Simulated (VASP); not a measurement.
Wanted: the native input for a VASP 6.6.1 run.

```yaml
Task: single point
Functional: PBE
Potentials_or_basis: VASP PAW PBE potentials, release 64 (Be, Zn, Te)
Cutoff: 600 eV
k_mesh: 4 × 4 × 4
Occupations: gaussian, width 0.2 eV
Spin: no spin polarisation
Dipole_correction: no
Further_INCAR_settings: ALGO = Normal; EDIFF = 1e-06; NBANDS = 22
```

The structure of Be4ZnTe lies in POSCAR:

```
Be4ZnTe
1.0
    2.1571699637     -5.5005540186      0.0000000000
    2.1571699637      5.5005540186      0.0000000000
    0.0000000000      0.0000000000      3.7671370101
Be Zn Te
4 1 1
Direct
    0.7672562917      0.2327437083      0.0000000000
    0.2327437083      0.7672562917      0.0000000000
    0.5000000000      0.0000000000      0.5000000000
    0.0000000000      0.5000000000      0.5000000000
    0.5000000000      0.5000000000      0.5000000000
    0.0000000000      0.0000000000      0.0000000000
```

The cell was built from a structure type or drawn by symmetry, and may not be a known phase.

These files were run (other wordings do the same):

INCAR

```
PREC = Accurate ; ENCUT = 600
EDIFF = 1E-6 ; ISMEAR = 0
SIGMA = 0.2 ; LREAL = False
LASPH = True ; NELM = 120
ALGO = Normal ; ISIF = 2
LWAVE = False ; LCHARG = False
GGA = PE ; NBANDS = 22
GGA_COMPAT = False
```

KPOINTS

```
Automatic mesh
0
Gamma
  4 4 4
```

Potentials or basis: VASP PAW PBE potentials, release 64 (Be, Zn, Te).

Launch:

```sh
$ cat potpaw_PBE.64/Be/POTCAR potpaw_PBE.64/Zn/POTCAR potpaw_PBE.64/Te/POTCAR > POTCAR
$ mpirun -np 1 vasp_std > vasp.out
```

It gave:

- Pressure: 0.1 GPa
- Largest force: 0.076 eV/Å
- Band gap on the k mesh: zero (bands 13 and 14 overlap by 2.78 eV)

Caveat: the k points lie up to 0.42 Å⁻¹ apart, too coarse for converged energies and pressures of a metal; spin-orbit coupling is left out, which moves the levels of the heavy elements.

Wall time 94 s on 1 thread of AMD EPYC 7R13, with other jobs on the host, peak memory 0.24 GiB.
